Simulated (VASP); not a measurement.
Write the native input for VASP 6.6.1 that does the following.

```yaml
Task: relaxation of the atoms
Functional: PBE
Potentials_or_basis: VASP PAW PBE potentials, release 64 (Ta_pv)
Cutoff: 500 eV
k_mesh: 11 × 11 × 1
Occupations: methfessel-paxton, width 0.1 eV
Spin: no spin polarisation
Atoms_held_fixed_from_0: "[0, 1]"
Tolerance_level: tight
Dipole_correction: yes
Purpose: geometry
Further_INCAR_settings: ALGO = Normal; EDIFF = 1e-07; NELMDL = -8; IBRION = 2; EDIFFG = -0.002; NSW = 120; ISIF = 0
```

The structure of Ta lies in POSCAR:

```
Ta
1.0
    2.8601008575      0.0000000000      0.0000000000
   -0.9533669525      2.6965289483      0.0000000000
    0.0000000000      0.0000000000     24.3410502851
Ta
5
Selective dynamics
Direct
    0.4936940000      0.4921870000      0.3073080000  F F F
   -0.0106930000      0.0039510000      0.4047980000  F F F
    0.4971660000      0.5071640000      0.4999170000  T T T
   -0.0035450000      0.0025880000      0.5943290000  T T T
    0.4889580000      0.5102860000      0.6929530000  T T T
```

This cell differs from its parent crystal: atoms moved at random.

These files were run (other wordings do the same):

INCAR

```
SYSTEM = Ta
GGA = PE
LDIPOL = .TRUE.
IDIPOL = 3
DIPOL = 0.5 0.5 0.500
ISMEAR = 1
SIGMA = 0.1
LWAVE = .FALSE.
LCHARG = .FALSE.
ISIF = 0
NSW = 120
PREC = Accurate
LASPH = .TRUE.
LREAL = .FALSE.
ALGO = Normal
EDIFF = 1E-7
NELM = 120
GGA_COMPAT = .FALSE.
IBRION = 2
EDIFFG = -0.002
NELMIN = 4
ENCUT = 500
NELMDL = -8
KPAR = 8
```

KPOINTS

```
Automatic mesh
0
Gamma
  11 11 1
  0 0 0
```

Potentials or basis: VASP PAW PBE potentials, release 64 (Ta_pv).

Launch:

```console
$ cat potpaw_PBE.64/Ta_pv/POTCAR > POTCAR
$ mpirun -np 8 vasp_std > vasp.out
```

Results of the run:

```
Energy gained by relaxing : 12.4 meV/atom
Ionic steps               : 30
Band gap on the k mesh    : zero (an odd number of electrons rules out a gap without spin polarisation)
```

Caveat: the cell differs from its parent crystal (atoms moved at random); spin-orbit coupling is left out, which moves the levels of the heavy elements.

Wall time 11 min on 8 MPI ranks on Intel(R) Xeon(R) 6975P-C (Granite Rapids), with other jobs on the host, peak memory 0.51 GiB a rank.
